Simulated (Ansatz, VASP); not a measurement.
## CdS in VASP and in Ansatz

```xyz
4
Lattice="4.1646 0.0000 0.0000 -2.0823 3.6067 0.0000 0.0000 0.0000 6.7660" Properties=species:S:1:pos:R:3 pbc="T T T"
Cd    0.0000    2.4044   -0.0065
Cd    2.0823    1.2022    3.3765
S     0.0000    2.4044    2.5438
S     2.0823    1.2022    5.9268
```

Alike in both runs: task single point; functional r2SCAN; k mesh 12 × 12 × 4; no spin polarisation.

|  | VASP | Ansatz |
| --- | --- | --- |
| version | VASP 6.6.1 | Ansatz 0.2.0 |
| potentials or method | VASP PAW PBE potentials, release 64 (Cd, S) | plane waves, PAW |
| plane-wave cutoff (eV) | 520 | 500 |
| occupations | gaussian, width 0.01 eV | fixed |
| valence electrons in the cell | 36 | 52 |

|  | VASP | Ansatz | Ansatz less VASP |
| --- | --- | --- | --- |
| gap on the k mesh at the Fermi level (eV) | 1.63 | 1.63 | +0.005 |
| pressure (GPa) | 0.3 | 0.0 | -0.31 |

VASP's potentials were made for PBE, not for r2SCAN. VASP's potentials hold 36 valence electrons a cell and Ansatz's 52, so a difference there can come from the potentials and not from the codes.
